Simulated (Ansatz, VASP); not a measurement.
## Two plane-wave programs on CaMg2

Contents of INCAR:

```
SYSTEM = CaMg2
PREC = Accurate
ENCUT = 600
EDIFF = 1E-6
ISMEAR = -1
SIGMA = 0.1
LREAL = .FALSE.
LASPH = .TRUE.
NELM = 120
ALGO = Normal
ISIF = 2
LWAVE = .FALSE.
LCHARG = .FALSE.
GGA = CA
NBANDS = 23
GGA_COMPAT = .FALSE.
```

Contents of KPOINTS:

```
Automatic mesh
0
G
  3 3 1
  0 0 0
```

File POSCAR:

```
CaMg2
1.0
    3.4682900000      0.0000000000      0.0000000000
   -1.7341450000      3.0036272477      0.0000000000
    0.0000000000      0.0000000000     16.7985200000
Ca Mg
2 4
Direct
    0.3333333333      0.6666666667      0.7500000000
    0.6666666667      0.3333333333      0.2500000000
    0.6666666667      0.3333333333      0.5790600000
    0.3333333333      0.6666666667      0.0790600000
    0.3333333333      0.6666666667      0.4209400000
    0.6666666667      0.3333333333      0.9209400000
```

Input for Ansatz:

```yaml
crystal:
  lattice:
    a: 3.46829
    b: 3.46829
    c: 16.79852
    alpha: 90.0
    beta: 90.0
    gamma: 120.0
  space_group: 194
  atoms:
    - { symbol: Ca, position: [0.3333333333333333, 0.6666666666666666, 0.75] }
    - { symbol: Mg, position: [0.6666666666666666, 0.3333333333333333, 0.57906] }
kpoints:
  mp_grid:
    grid: [3, 3, 1]
hamiltonian:
  xc: lda
  pseudopotentials:
    kind: paw
scf:
  occupations:
    method: fermi_dirac
    width: 0.1
output:
  stress: true
```

Alike in both runs: task single point; functional LDA; k mesh 3 × 3 × 1; occupations fermi-dirac, width 0.1 eV; no spin polarisation.

|  | VASP | Ansatz |
| --- | --- | --- |
| version | VASP 6.6.1 | Ansatz 0.2.0 |
| potentials or method | VASP PAW LDA potentials, release 64 (Ca_sv, Mg) | plane waves, PAW |
| plane-wave cutoff (eV) | 600 | 420 |
| valence electrons in the cell | 28 | 60 |

Ansatz gave:

- pressure (GPa): -1.5
- traceless stress, the component that is largest in VASP (GPa): -2.65

Problem. What did VASP give for the same quantities?

Solution. Pressure (GPa): -1.7; traceless stress, the component that is largest in VASP (GPa): -2.69.

LDA's correlation is that of Perdew and Zunger in VASP and of Perdew and Wang (1992) in Ansatz. VASP's potentials hold 28 valence electrons a cell and Ansatz's 60, so a difference there can come from the potentials and not from the codes.

The k mesh is coarse, so the values compare programs but aren't converged.
